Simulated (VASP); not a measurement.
**AlN: single point with LDA**

AlN:

```xyz
2
Lattice="2.1494 2.1494 0.0000 -2.1494 2.1494 0.0000 0.0000 2.1494 2.1945" Properties=species:S:1:pos:R:3 pbc="T T T"
Al    0.0000    0.0000    0.0000
N    -1.0747    3.2241    1.0972
```

This cell differs from its parent crystal: in-plane strain -0.01, then relaxed in part.

```json
{
  "Program": "VASP 6.6.1",
  "Task": "single point",
  "Functional": "LDA",
  "Potentials or basis": "VASP PAW LDA potentials, release 64 (Al, N)",
  "Cutoff": "520 eV",
  "k mesh": "10 × 10 × 10",
  "Occupations": "gaussian, width 0.01 eV",
  "Spin": "no spin polarisation"
}
```

```yaml
Pressure: 2.6 GPa
Band_gap_on_the_k_mesh: 3.17 eV, indirect (least direct gap 4.45 eV)
```

Stress tensor (GPa, compression positive):
```
3.62 0.00 0.00
0.00 3.62 0.00
0.00 0.00 0.68
```

Levels at points of the mesh, in eV from the valence-band top:
```
           k point  band 1  band 2  band 3  band 4  band 5  band 6  band 7  band 8  band 9
(0.00, 0.00, 0.00)  -15.01   -0.09    0.00    0.00    4.45   12.56   12.56   12.58   17.34
(0.50, 0.00, 0.00)  -12.81   -6.06   -0.61   -0.43    7.46    9.92   10.93   11.30   18.05
(0.50, 0.50, 0.00)  -12.09   -5.00   -1.91   -1.91    3.17    8.43   14.21   15.42   16.05
(0.00, 0.00, 0.50)  -12.19   -5.21   -1.74   -1.74    3.28    8.75   13.84   15.91   15.91
```

It took 12 s on 1 thread of Intel(R) Xeon(R) Platinum 8259CL CPU @ 2.50GHz (Skylake/Cascade Lake), with other jobs on the host, peak memory 0.13 GiB.

Caveat: the cell differs from its parent crystal (in-plane strain -0.01, then relaxed in part). A k mesh can miss the band edges.
